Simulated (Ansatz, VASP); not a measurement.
## LiMg: VASP beside Ansatz

```
CELL_PARAMETERS angstrom
3.41533 0.00000 0.00000
0.00000 3.41533 0.00000
0.00000 0.00000 3.41533
ATOMIC_POSITIONS crystal
Li 0.00000 0.00000 0.00000
Mg 0.50000 0.50000 0.50000
```

Alike in both runs: task single point; functional LDA; k mesh 6 × 6 × 6; occupations gaussian, width 0.1 eV; no spin polarisation.

|  | VASP | Ansatz |
| --- | --- | --- |
| version | VASP 6.6.1 | Ansatz 0.2.0 |
| potentials or method | VASP PAW LDA potentials, release 64 (Li_sv, Mg), cutoff 750 eV | scalar-relativistic, plane waves, PAW |
| valence electrons in the cell | 5 | 13 |

```tsv
	VASP	Ansatz	Ansatz less VASP
gap on the k mesh at the Fermi level (eV)	none	none	-
pressure (GPa)	-1.5	-1.3	+0.24
```

LDA's correlation is that of Perdew and Zunger in VASP and of Perdew and Wang (1992) in Ansatz. A gap of «none» marks a metal or a gap that the smearing closes. VASP's potentials hold 5 valence electrons a cell and Ansatz's 13, so a difference there can come from the potentials and not from the codes.
